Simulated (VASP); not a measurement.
# PbS: single point with PBE

PbS:

```
Pb S
1.0
     4.99703    0.00000    0.00000
    -2.49852    4.32756    0.00000
     0.00000    0.00000    5.99770
Pb S
2 2
Direct
  0.33333 0.66667 0.93592
  0.66667 0.33333 0.43592
  0.33333 0.66667 0.43908
  0.66667 0.33333 0.93908
```

```
Program             : VASP 6.6.1
Task                : single point
Functional          : PBE
Potentials or basis : VASP PAW PBE potentials, release 64 (Pb_d, S)
Cutoff              : 520 eV
k mesh              : 6 × 6 × 4
Occupations         : fermi-dirac, width 0.02 eV
Spin                : no spin polarisation
```

* Pressure: 0.7 GPa
* Largest force: 0.005 eV/Å
* Band gap on the k mesh: 1.43 eV, direct

Forces in eV/Å, atoms in the order of the input:
```
Pb   0.000  0.000  0.005
Pb   0.000  0.000  0.005
S    0.000  0.000 -0.005
S    0.000  0.000 -0.005
```

Stress tensor (GPa, compression positive):
```
0.68 0.00 0.00
0.00 0.68 0.00
0.00 0.00 0.83
```

Levels at points of the mesh, in eV from the valence-band top:
```tsv
k point	band 16	band 17	band 18	band 19	band 20	band 21	band 22	band 23	band 24	band 25
(0.00, 0.00, 0.00)	-3.02	-3.02	-1.89	-1.87	-1.87	2.03	2.03	3.37	3.37	5.08
(0.50, 0.00, 0.00)	-3.67	-2.85	-2.25	-2.08	-0.72	2.99	3.10	4.19	4.43	5.11
(0.00, 0.00, 0.50)	-2.45	-2.45	-2.45	-1.31	-1.31	2.33	2.33	2.33	2.33	2.58
(0.50, 0.00, 0.50)	-3.02	-1.87	-1.87	-0.63	-0.63	1.62	1.62	3.10	3.10	4.34
```

Run time: 88 s on 1 thread of AMD EPYC 7R43 64-Core Processor (Zen 3), with other jobs on the host, peak memory 0.24 GiB.

Caveat: spin-orbit coupling is left out, which moves the levels of the heavy elements. A k mesh can miss the band edges.
